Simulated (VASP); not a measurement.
# MgI2 (P-3m1) in VASP: notebook

The runs below take MgI2 through single point, with PBE-based screened hybrid with 100 % exact exchange, r2SCAN50.

Everything below comes from runs of VASP 6.6.1. Logs are shortened: lines on timing, memory, paths and dates and some standing lists are left out, and cuts for length are marked.

### Step 1. The cell of the first run

Symmetry: P-3m1, No. 164, trigonal system. Conventional cell: a = 4.157 Å, b = 4.157 Å, c = 6.873 Å, α = 90.00°, β = 90.00°, γ = 120.00°. Mg (site symmetry -3m) has 6 I at 2.92 Å within 3.8 Å. Within 3.8 Å of I (site symmetry 3m) lie 3 Mg at 2.92 Å.

### Step 2. Single point, PBE-based screened hybrid with 100 % exact exchange

Input file POSCAR:

```
MgI2
1.0
    4.1572130612      0.0000000000      0.0000000000
   -2.0786065306      3.6002521199      0.0000000000
    0.0000000000      0.0000000000      6.8733253065
Mg I
1 2
Direct
    0.0000000000      0.0000000000      0.0000000000
    0.3333333333      0.6666666667      0.2426220900
    0.6666666667      0.3333333333      0.7573779100
```

Input file INCAR.step1:

```
SYSTEM = MgI2
  PREC = Accurate
  ENCUT = 520
  EDIFF = 1E-5
  ISMEAR = 0
  SIGMA = 0.01
  LREAL = .FALSE.
  LASPH = .TRUE.
  NELM = 100
  ALGO = Normal
  ISIF = 2
  LWAVE = .TRUE.
  GGA = PE
  NBANDS = 15
```

Input file INCAR.step2:

```
SYSTEM = MgI2
  PREC = Accurate
  ENCUT = 520
  EDIFF = 1E-7
  ISMEAR = 0
  SIGMA = 0.01
  LREAL = .FALSE.
  LASPH = .TRUE.
  NELM = 100
  ALGO = Normal
  ISIF = 2
  LWAVE = .FALSE.
  LCHARG = .TRUE.
  GGA = PE
  LHFCALC = .TRUE.
  AEXX = 1.0
  HFSCREEN = 0.1
  PRECFOCK = Normal
  LELF = .TRUE.
  LVHAR = .TRUE.
  ISTART = 1
  NBANDS = 15
  ALDAC = 1.0
  AGGAC = 1.0
```

Input file KPOINTS:

```
Automatic mesh
0
G
  6 6 2
  0 0 0
```

Potentials or basis: VASP PAW PBE potentials, release 64 (Mg, I).

Command:

```console
> cat potpaw_PBE.64/Mg/POTCAR potpaw_PBE.64/I/POTCAR > POTCAR
> cp INCAR.step1 INCAR
> mpirun -np 1 vasp_std > vasp.out
> cp INCAR.step2 INCAR
> mpirun -np 1 vasp_std > vasp.out
```

OUTCAR:

```text
SYSTEM = MgI2
   PREC = Accurate
   ENCUT = 520
   EDIFF = 1E-7
   ISMEAR = 0
   LREAL = .FALSE.
   LASPH = .TRUE.
   NELM = 100
   ISIF = 2
   GGA = PE
   LHFCALC = .TRUE.
   AEXX = 1.0
   HFSCREEN = 0.1
   PRECFOCK = Normal
   ISTART = 1

 ion  position               nearest neighbor table
   1  0.000  0.000  0.000-   2 2.92   3 2.92   2 2.92   3 2.92   3 2.92   2 2.92
   2  0.333  0.667  0.243-   1 2.92   1 2.92   1 2.92
   3  0.667  0.333  0.757-   1 2.92   1 2.92   1 2.92

  LATTYP: Found a hexagonal cell.
 ALAT       =     4.1572130612
 C/A-ratio  =     1.6533493004

  Lattice vectors:

 A1 = (   4.1572130612,   0.0000000000,   0.0000000000)
 A2 = (  -2.0786065306,   3.6002521199,   0.0000000000)
 A3 = (   0.0000000000,   0.0000000000,   6.8733253065)

Analysis of symmetry for initial positions (statically):
=====================================================================
 Subroutine PRICEL returns:
 Original cell was already a primitive cell.

 Routine SETGRP: Setting up the symmetry group for a
 hexagonal supercell.

 Subroutine GETGRP returns: Found 12 space group operations
 (whereof 12 operations were pure point group operations)
 out of a pool of 24 trial point group operations.

The static configuration has the point symmetry D_3d.

Analysis of symmetry for dynamics (positions and initial velocities):
=====================================================================
 Subroutine PRICEL returns:
 Original cell was already a primitive cell.

 Routine SETGRP: Setting up the symmetry group for a
 hexagonal supercell.

 Subroutine GETGRP returns: Found 12 space group operations
 (whereof 12 operations were pure point group operations)
 out of a pool of 24 trial point group operations.

The dynamic configuration has the point symmetry D_3d.

 Subroutine INISYM returns: Found 12 space group operations
 (whereof 12 operations are pure point group operations),
 and found     1 'primitive' translations

----------------------------------------------------------------------------------------

                                     Primitive cell

  volume of cell :     102.8732

  direct lattice vectors                    reciprocal lattice vectors
     4.157213061  0.000000000  0.000000000     0.240545766  0.138879163  0.000000000
    -2.078606531  3.600252120  0.000000000     0.000000000  0.277758325  0.000000000
     0.000000000  0.000000000  6.873325306     0.000000000  0.000000000  0.145489986

  length of vectors
[... 95 lines left out ...]
  Fermi-wavevector in a.u.,A,eV,Ry     =   0.880402  1.663718 10.545969  0.775107
  Thomas-Fermi vector in A             =   2.000757
   LORBIT       =      0    0 simple, 1 ext, 2 COOP (PROOUT), +10 PAW based schemes
   GGA     = PE    functional components
   LHFCALC =     T    Hartree Fock is set to
   PRECFOCK=normal    Normal, Fast or Accurate (Low or Medium for compatibility)
   ENCUT4O =  -1.0   cutoff for four orbital integrals eV
   NKREDX  =     1    reduce k-point grid by
   NKREDY  =     1    reduce k-point grid by
   NKREDZ  =     1    reduce k-point grid by
   AEXX    =    1.0000 exact exchange contribution
   HFSCREEN=    0.1000 screening length (either q_TF or 0.3 A-1)
   HFSCREENC=   0.1000 screening length for correlation (either q_TF or 0.3 A-1)
   ENCUTFOCK=  -1.0 apply spherical cutoff to Coloumb kernel
   IVDW    =     0    specifies the selected vdW correction
   LEPSILON=     F    determine dielectric tensor
   LRPA    =     F    only Hartree local field effects (RPA)
 non-spin polarized calculation
 Gauss-broadening in eV      SIGMA  =   0.01
  energy-cutoff  :      520.00
  volume of cell :      102.87
 maximum number of plane-waves:      2814
 NGX is ok and might be reduce to    32
  NGX = 24; NGY = 24; NGZ = 40

 number of electron      16.0000001 magnetization

 Free energy of the ion-electron system (eV)
  ---------------------------------------------------
  ext. energy  EPLUGINS =         0.00000000
  ---------------------------------------------------
  free energy    TOTEN  =       -16.02756433 eV

  energy without entropy =      -16.02756433  energy(sigma->0) =      -16.02756433

 E-fermi :  -1.3120     XC(G=0):  -2.1761

 val. band max:       -1.3655806056   @ k =   0.0000   0.0000   0.0000
 cond. band min:       7.6154316810   @ k =   0.5000  -0.0000   0.5000
 fundamental gap:      8.9810122866
 Fermi energy:        -1.3119733097

 k-point     1 :       0.0000    0.0000    0.0000
  band No.  band energies     occupation
      1     -17.5937      2.00000
      2     -16.5298      2.00000
      3      -6.0183      2.00000
      4      -1.9141      2.00000
      5      -1.9141      2.00000
      6      -1.4135      2.00000
      7      -1.4135      2.00000
      8      -1.3656      2.00000
      9       7.9516      0.00000
     10       8.8235      0.00000
     11      11.2513      0.00000
     12      11.2513      0.00000
     13      11.9812      0.00000
     14      12.7623      0.00000
[... 221 lines left out ...]
      2     -16.2678      2.00000
      3      -5.4152      2.00000
      4      -5.0058      2.00000
      5      -5.0058      2.00000
      6      -4.2368      2.00000
      7      -2.0761      2.00000
      8      -2.0761      2.00000
      9       9.2819      0.00000
     10       9.9855      0.00000
     11       9.9855      0.00000
     12      11.6243      0.00000
     13      13.1522      0.00000
     14      13.3269      0.00000
     15      13.4792      0.00000

------------------------ aborting loop because EDIFF is reached ----------------------------------------

  FORCE on cell =-STRESS in cart. coord.  units (eV):
  Direction    XX          YY          ZZ          XY          YZ          ZX
  --------------------------------------------------------------------------------------
  -------------------------------------------------------------------------------------
  Total       -1.4125893     -1.4125893     -1.4401690     -0.0000000      0.0000000     -0.0000000
  in kB      -22.0000866    -22.0000866    -22.4296220     -0.0000000      0.0000000     -0.0000000
  external PRESSURE =     -22.1432651 kB  Pullay stress =       0.0000000 kB

 VOLUME and BASIS-vectors are now :
 -----------------------------------------------------------------------------
  energy-cutoff  :      520.00
  volume of cell :      102.87
      direct lattice vectors                 reciprocal lattice vectors
     4.157213061  0.000000000  0.000000000     0.240545766  0.138879163  0.000000000
    -2.078606531  3.600252120  0.000000000     0.000000000  0.277758325  0.000000000
     0.000000000  0.000000000  6.873325306     0.000000000  0.000000000  0.145489986

 POSITION                                       TOTAL-FORCE (eV/Angst)
 -----------------------------------------------------------------------------------
      0.00000      0.00000      0.00000        -0.000000      0.000000      0.000000
     -0.00000      2.40017      1.66762         0.000000     -0.000000     -0.491034
      2.07861      1.20008      5.20570        -0.000000      0.000000      0.491034
 -----------------------------------------------------------------------------------
    total drift:                               -0.000000      0.000000      0.000000

  FREE ENERGIE OF THE ION-ELECTRON SYSTEM (eV)
  ---------------------------------------------------
  free  energy   TOTEN  =       -16.0275643308 eV

  energy  without entropy=      -16.0275643308  energy(sigma->0) =      -16.02756433
```

OSZICAR.step1:

```text
N       E                     dE             d eps       ncg     rms          rms(c)
DAV:   1     0.740938951266E+02    0.74094E+02   -0.58265E+03   420   0.846E+02
DAV:   2    -0.226545868392E+01   -0.76359E+02   -0.70654E+02   608   0.131E+02
DAV:   3    -0.775129306466E+01   -0.54858E+01   -0.54679E+01   553   0.401E+01
DAV:   4    -0.784832929549E+01   -0.97036E-01   -0.97031E-01   624   0.648E+00
DAV:   5    -0.784991942488E+01   -0.15901E-02   -0.15901E-02   561   0.772E-01    0.400E+00
DAV:   6    -0.772342955966E+01    0.12649E+00   -0.11113E-01   504   0.171E+00    0.272E+00
DAV:   7    -0.769960370358E+01    0.23826E-01   -0.12037E-01   511   0.173E+00    0.748E-01
DAV:   8    -0.769784718638E+01    0.17565E-02   -0.76325E-03   497   0.499E-01    0.265E-01
DAV:   9    -0.769799345216E+01   -0.14627E-03   -0.10071E-03   574   0.188E-01    0.925E-02
DAV:  10    -0.769798008333E+01    0.13369E-04   -0.34311E-05   532   0.407E-02    0.361E-02
DAV:  11    -0.769798577986E+01   -0.56965E-05   -0.13032E-05   470   0.232E-02
   1 F= -.76979858E+01 E0= -.76979858E+01  d E =-.341380E-16
```

Wall time 36 min (1 thread of AMD EPYC 7R43 (Zen 3), shared host); peak memory 0.32 GiB.

Results:

- Free energy: -16.0276 eV
- Pressure: -2.2 GPa
- Largest force: 0.491 eV/Å
- Band gap on the k mesh: 8.98 eV (least direct gap 9.32 eV)

Forces on the atoms (eV/Å):
```
Mg   0.000  0.000  0.000
I    0.000  0.000 -0.491
I    0.000  0.000  0.491
```

Caveat: the k points lie up to 0.46 Å⁻¹ apart; the PAW data sets were made with another functional, which shifts forces and pressure a little; spin-orbit coupling is left out, which moves the levels of the heavy elements. A k mesh can miss the band edges.

### Step 3. Single point, r2SCAN50

POSCAR is that of step 2.

Input file INCAR.step1:

```
SYSTEM = MgI2
PREC     = Accurate       ! precision mode
ENCUT    = 520            ! plane-wave cutoff, eV
EDIFF    = 1E-5           ! SCF threshold, eV
ISMEAR   = 0              ! smearing method
SIGMA    = 0.01           ! smearing width, eV
LREAL    = .FALSE.        ! projectors in reciprocal space
LASPH    = .TRUE.         ! aspherical terms in the spheres
NELM     = 100            ! most SCF steps
ALGO     = Normal         ! electronic algorithm
ISIF     = 2              ! what is computed and relaxed
LWAVE    = .TRUE.         ! write WAVECAR
LCHARG   = .FALSE.        ! write CHGCAR
GGA      = PE             ! functional
NBANDS   = 15             ! bands
```

Input file INCAR.step2:

```
SYSTEM = MgI2
PREC     = Accurate       ! precision mode
ENCUT    = 520            ! plane-wave cutoff, eV
EDIFF    = 1E-7           ! SCF threshold, eV
ISMEAR   = 0              ! smearing method
SIGMA    = 0.01           ! smearing width, eV
LREAL    = .FALSE.        ! projectors in reciprocal space
LASPH    = .TRUE.         ! aspherical terms in the spheres
NELM     = 100            ! most SCF steps
ALGO     = Normal         ! electronic algorithm
ISIF     = 2              ! what is computed and relaxed
LWAVE    = .FALSE.        ! write WAVECAR
LCHARG   = .FALSE.        ! write CHGCAR
METAGGA  = R2SCAN         ! meta-GGA
LHFCALC  = .TRUE.         ! exact exchange
AEXX     = 0.5            ! exact-exchange fraction
LMIXTAU  = .TRUE.       
PRECFOCK = Normal       
ISTART   = 1            
NBANDS   = 15             ! bands
```

Input file KPOINTS:

```
regular mesh
0
G
  6 6 2
  0 0 0
```

Potentials or basis: VASP PAW PBE potentials, release 64 (Mg, I).

Command:

```console
> cat potpaw_PBE.64/Mg/POTCAR potpaw_PBE.64/I/POTCAR > POTCAR
> cp INCAR.step1 INCAR
> mpirun -np 1 vasp_std > vasp.out
> cp INCAR.step2 INCAR
> mpirun -np 1 vasp_std > vasp.out
```

OUTCAR:

```text
SYSTEM = MgI2
   PREC = Accurate
   ENCUT = 520
   EDIFF = 1E-7
   ISMEAR = 0
   LREAL = .FALSE.
   LASPH = .TRUE.
   NELM = 100
   ISIF = 2
   METAGGA = R2SCAN
   LHFCALC = .TRUE.
   AEXX = 0.5
   PRECFOCK = Normal
   ISTART = 1

 ion  position               nearest neighbor table
   1  0.000  0.000  0.000-   2 2.92   3 2.92   2 2.92   3 2.92   3 2.92   2 2.92
   2  0.333  0.667  0.243-   1 2.92   1 2.92   1 2.92
   3  0.667  0.333  0.757-   1 2.92   1 2.92   1 2.92

  LATTYP: Found a hexagonal cell.
 ALAT       =     4.1572130612
[... 442 lines left out ...]

  FORCE on cell =-STRESS in cart. coord.  units (eV):
  Direction    XX          YY          ZZ          XY          YZ          ZX
  --------------------------------------------------------------------------------------
  -------------------------------------------------------------------------------------
  Total       -0.3674248     -0.3674248     -0.3137057     -0.0000000      0.0000000      0.0000000
  in kB       -5.7223831     -5.7223831     -4.8857454     -0.0000000      0.0000000      0.0000000
  external PRESSURE =      -5.4435039 kB  Pullay stress =       0.0000000 kB

 VOLUME and BASIS-vectors are now :
 -----------------------------------------------------------------------------
  energy-cutoff  :      520.00
  volume of cell :      102.87
      direct lattice vectors                 reciprocal lattice vectors
     4.157213061  0.000000000  0.000000000     0.240545766  0.138879163  0.000000000
    -2.078606531  3.600252120  0.000000000     0.000000000  0.277758325  0.000000000
     0.000000000  0.000000000  6.873325306     0.000000000  0.000000000  0.145489986

 POSITION                                       TOTAL-FORCE (eV/Angst)
 -----------------------------------------------------------------------------------
      0.00000      0.00000      0.00000        -0.000000      0.000000      0.000000
     -0.00000      2.40017      1.66762         0.000000     -0.000000     -0.198357
      2.07861      1.20008      5.20570        -0.000000      0.000000      0.198357
 -----------------------------------------------------------------------------------
    total drift:                                0.000000     -0.000000      0.000000

  FREE ENERGIE OF THE ION-ELECTRON SYSTEM (eV)
  ---------------------------------------------------
  free  energy   TOTEN  =       -37.1162392374 eV

  energy  without entropy=      -37.1162392374  energy(sigma->0) =      -37.11623924
```

OUTCAR.step1:

```text
SYSTEM = MgI2
   PREC = Accurate
   ENCUT = 520
   EDIFF = 1E-5
   ISMEAR = 0
   LREAL = .FALSE.
   LASPH = .TRUE.
   NELM = 100
[... 464 lines left out ...]
      0.00000      0.00000      0.00000         0.000000      0.000000      0.000000
     -0.00000      2.40017      1.66762         0.000000     -0.000000      0.000978
      2.07861      1.20008      5.20570        -0.000000      0.000000     -0.000978
 -----------------------------------------------------------------------------------
    total drift:                                0.000000     -0.000000      0.000000

  FREE ENERGIE OF THE ION-ELECTRON SYSTEM (eV)
  ---------------------------------------------------
  free  energy   TOTEN  =        -7.6979857799 eV

  energy  without entropy=       -7.6979857799  energy(sigma->0) =       -7.69798578
```

It took 28 min on 1 thread of AMD EPYC 7R43 (Zen 3), shared host; peak memory 0.24 GiB.

What came out:

```
Free energy            : -37.1162 eV
Pressure               : -0.5 GPa
Largest force          : 0.198 eV/Å
Band gap on the k mesh : 7.05 eV (least direct gap 7.23 eV)
```

Forces in eV/Å, atoms in the order of the input:
```
Mg   0.000  0.000  0.000
I    0.000  0.000 -0.198
I    0.000  0.000  0.198
```

Stress tensor (GPa, compression positive):
```
-0.57  0.00  0.00
 0.00 -0.57  0.00
 0.00  0.00 -0.49
```

Levels at points of the mesh, in eV from the valence-band top:
```
           k point  band 6  band 7  band 8  band 9  band 10  band 11
(0.00, 0.00, 0.00)   -0.06   -0.06    0.00    7.23     8.26    10.51
(0.50, 0.00, 0.00)   -1.62   -1.04   -0.51    7.12     8.88     8.96
(0.00, 0.00, 0.50)   -0.39   -0.18   -0.18    8.31     8.38    10.29
(0.50, 0.00, 0.50)   -1.32   -0.94   -0.80    7.05     8.64     9.21
```

Caveat: the k points lie up to 0.46 Å⁻¹ apart; the PAW data sets were made with another functional, which shifts forces and pressure a little; spin-orbit coupling is left out, which moves the levels of the heavy elements. A k mesh can miss the band edges.
